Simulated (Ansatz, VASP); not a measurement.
## Sb3Au in VASP and in Ansatz

INCAR

```
SYSTEM = Sb3Au
ALGO     = Normal         ! electronic algorithm
EDIFF    = 1E-6           ! SCF threshold, eV
ENCUT    = 520            ! plane-wave cutoff, eV
ISIF     = 2              ! what is computed and relaxed
ISMEAR   = -1             ! smearing method
LASPH    = .TRUE.         ! aspherical terms in the spheres
LCHARG   = .TRUE.         ! write CHGCAR
LELF     = .TRUE.         ! ELF
LREAL    = .FALSE.        ! projectors in reciprocal space
LVHAR    = .TRUE.       
LWAVE    = .FALSE.        ! write WAVECAR
NBANDS   = 21             ! bands
NELM     = 60             ! most SCF steps
PREC     = Accurate       ! precision mode
SIGMA    = 0.05           ! smearing width, eV
```

The input KPOINTS:

```
k-points
0
G
  10 10 10
  0 0 0
```

Contents of POSCAR:

```
Sb3Au
1.0
   -2.9989138824      2.9989138824      2.9989138824
    2.9989138824     -2.9989138824      2.9989138824
    2.9989138824      2.9989138824     -2.9989138824
Sb Au
3 1
Direct
    0.0000000000      0.5000000000      0.5000000000
    0.5000000000      0.0000000000      0.5000000000
    0.5000000000      0.5000000000      0.0000000000
    0.0000000000      0.0000000000      0.0000000000
```

Input for Ansatz:

```yaml
crystal:
  lattice:
    - [-2.9989138824, 2.9989138824, 2.9989138824]
    - [2.9989138824, -2.9989138824, 2.9989138824]
    - [2.9989138824, 2.9989138824, -2.9989138824]
  atoms:
    - { symbol: Sb, position: [0.0, 0.5, 0.5] }
    - { symbol: Sb, position: [0.5, 0.0, 0.5] }
    - { symbol: Sb, position: [0.5, 0.5, 0.0] }
    - { symbol: Au, position: [0.0, 0.0, 0.0] }
kpoints:
  mp_grid: { grid: [10, 10, 10] }
  band_path:
    path:
      - [0.0, 0.0, 0.0]
      - [0.5, -0.5, 0.5]
      - [0.0, 0.0, 0.5]
      - [0.0, 0.0, 0.0]
      - [0.25, 0.25, 0.25]
      - [0.5, -0.5, 0.5]
      - [0.25, 0.25, 0.25]
      - [0.0, 0.0, 0.5]
    npoints: 5
scf:
  occupations: { method: fermi_dirac, width: 0.05 }
hamiltonian:
  xc: lda
  pseudopotentials: { kind: all_electron, lapw: { basis_error: 0.001 } }
output:
  forces: true
  stress: true
  eigenvalues: true
```

Change from the starting cell: volume scaled by 0.96.

Alike in both runs: task single point; functional LDA; k mesh 10 × 10 × 10; occupations fermi-dirac, width 0.05 eV; no spin polarisation.

|  | VASP | Ansatz |
| --- | --- | --- |
| version | VASP 6.6.1 | Ansatz 0.2.0 |
| potentials or method | VASP PAW LDA potentials, release 64 (Sb, Au), cutoff 520 eV | all-electron LAPW, scalar-relativistic |

```csv
,VASP,Ansatz,Ansatz less VASP
pressure (GPa),-5.8,-5.9,-0.15
```

LDA's correlation is that of Perdew and Zunger in VASP and of Perdew and Wang (1992) in Ansatz. Ansatz ran all-electron here, and VASP with PAW potentials.

Neither program's run includes spin-orbit coupling.
